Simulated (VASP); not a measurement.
Runs of VASP 6.6.1 on ZrS. The structure is that of space group Fm-3m (No. 225), or close to it. The cells are those of the table. 

```csv
fixed moment (μB),cell,pressure (GPa),moment (μB)
0.1,"a = 3.575 Å, angles 60.0°, 2 atoms",8.1,0.10
0.8,"a = 3.575 Å, angles 60.0°, 2 atoms",10.0,0.80
0.8,"a = 3.398 Å, angles 60.0°, 2 atoms",50.3,0.80
0.4,"a = 3.398 Å, angles 60.0°, 2 atoms",48.6,0.40
0.9,"a = 3.398 Å, angles 60.0°, 2 atoms",51.0,0.90
0.6,"a = 3.398 Å, angles 60.0°, 2 atoms",49.2,0.60
0.2,"a = 3.575 Å, angles 60.0°, 2 atoms",(b),0.20
0.7,"a = 3.398 Å, angles 60.0°, 2 atoms",49.7,0.70
0.4,"a = 3.575 Å, angles 60.0°, 2 atoms",(a),0.40
```

Alike in all rows: task single point; level LDA; potentials or basis VASP PAW LDA potentials, release 64 (Zr_sv, S); spin collinear; k mesh 16 × 16 × 16; cutoff (eV) 520; smearing gaussian 0.15 eV.

**Question.** Estimate the missing entries.

**Answer.** (a) 8.7; (b) 8.3.

Caveats: the cell stands under pressure; the total moment is fixed, so each spin has its own Fermi level and the state may be an excited one.
